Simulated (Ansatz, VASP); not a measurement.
InSb: VASP beside Ansatz

```
In Sb
1.0
    -2.90885    2.90885    1.81190
     2.90885   -2.90885    1.81190
     2.90885    2.90885   -1.81190
In Sb
1 1
Cartesian
  2.9089 0.0000 0.9060
  0.0000 0.0000 0.0000
```

Alike in both runs: task single point; functional PBE; k mesh 16 × 16 × 16; occupations gaussian, width 0.15 eV; no spin polarisation.

|  | VASP | Ansatz |
| --- | --- | --- |
| version | VASP 6.6.1 | Ansatz 0.2.0 |
| potentials or method | VASP PAW PBE potentials, release 64 (In_d, Sb), cutoff 520 eV | scalar-relativistic, plane waves, PAW |
| valence electrons in the cell | 18 | 28 |

|  | VASP | Ansatz | Ansatz less VASP |
| --- | --- | --- | --- |
| gap on the k mesh at the Fermi level (eV) | none | none | - |
| pressure (GPa) | -2.0 | -2.0 | +0.04 |
| traceless stress, the component that is largest in VASP (GPa) | -1.91 | -1.91 | 0.000 |

A gap of «none» marks a metal or a gap that the smearing closes. VASP's potentials hold 18 valence electrons a cell and Ansatz's 28, so a difference there can come from the potentials and not from the codes.

Neither program's run includes spin-orbit coupling.
